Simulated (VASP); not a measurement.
MgO, 2 atoms in the cell. It takes space group Pm-3m (No. 221, cubic). The conventional cell has a = 2.584 Å, b = 2.584 Å, c = 2.584 Å, α = 90.00°, β = 90.00°, γ = 90.00°. Mg (site symmetry m-3m) has 8 O at 2.24 Å and 6 Mg at 2.58 Å within 3.0 Å. O (site symmetry m-3m) has 8 Mg at 2.24 Å and 6 O at 2.58 Å within 3.0 Å. 

```yaml
Program: VASP 6.6.1
Task: single point
Functional: PBE
Potentials_or_basis: VASP PAW PBE potentials, release 64 (Mg, O)
Cutoff: 520 eV
k_mesh: 8 × 8 × 8
Occupations: gaussian, width 0.1 eV
Spin: no spin polarisation
Dipole_correction: no
Further_INCAR_settings: ALGO = Normal; EDIFF = 1e-06; NBANDS = 11
```

Potentials or basis: VASP PAW PBE potentials, release 64 (Mg, O).

The run is started by

```bash
$ cat potpaw_PBE.64/Mg/POTCAR potpaw_PBE.64/O/POTCAR > POTCAR
$ mpirun -np 1 vasp_std > vasp.out
```

Hardware: 1 thread of Intel(R) Xeon(R) 6975P-C (Granite Rapids), with other jobs on the host.

Question: How long does it take, and how much memory?

Answer: It took 5.4 s on 1 thread of Intel(R) Xeon(R) 6975P-C (Granite Rapids), on a shared host, peak memory 0.12 GiB. Counts: scf iterations 12, k points 35.
